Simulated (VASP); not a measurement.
Wanted: the native input for a VASP 6.6.1 run.

```
Task                   : single point
Functional             : PBEsol
Potentials or basis    : VASP PAW PBE potentials, release 64 (Sb)
Cutoff                 : 520 eV
k mesh                 : 12 × 12 × 12
Occupations            : fermi-dirac, width 0.05 eV
Spin                   : no spin polarisation
Dipole correction      : no
Further INCAR settings : ALGO = Normal; EDIFF = 1e-06; NBANDS = 8
```

The structure of Sb lies in POSCAR:

```
Sb
1.0
    0.0000000000      2.2856293363      2.2856293363
    2.2856293363      0.0000000000      2.2856293363
    2.2856293363      2.2856293363      0.0000000000
Sb
1
Direct
    0.0000000000      0.0000000000      0.0000000000
```

This cell differs from its parent crystal: volume scaled by 0.975.

One way to write it, as run:

INCAR

```
SYSTEM = Sb
PREC     = Accurate       ! precision mode
ENCUT    = 520            ! plane-wave cutoff, eV
EDIFF    = 1E-6           ! SCF threshold, eV
ISMEAR   = -1             ! smearing method
SIGMA    = 0.05           ! smearing width, eV
LREAL    = .FALSE.        ! projectors in reciprocal space
LASPH    = .TRUE.         ! aspherical terms in the spheres
NELM     = 80             ! most SCF steps
ALGO     = Normal         ! electronic algorithm
ISIF     = 2              ! what is computed and relaxed
LWAVE    = .FALSE.        ! write WAVECAR
LCHARG   = .FALSE.        ! write CHGCAR
GGA      = PS             ! functional
NBANDS   = 8              ! bands
```

KPOINTS

```
Automatic mesh
0
G
  12 12 12
  0 0 0
```

Potentials or basis: VASP PAW PBE potentials, release 64 (Sb).

Command:

```sh
$ cat potpaw_PBE.64/Sb/POTCAR > POTCAR
$ mpirun -np 1 vasp_std > vasp.out
```

Results of the run:

```yaml
Pressure: 7.6 GPa
```

Caveat: the PAW data sets were made with another functional, which shifts forces and pressure a little.

Run time: 18 s on 1 thread of AMD EPYC 7R13 (shared host), peak memory 0.11 GiB.
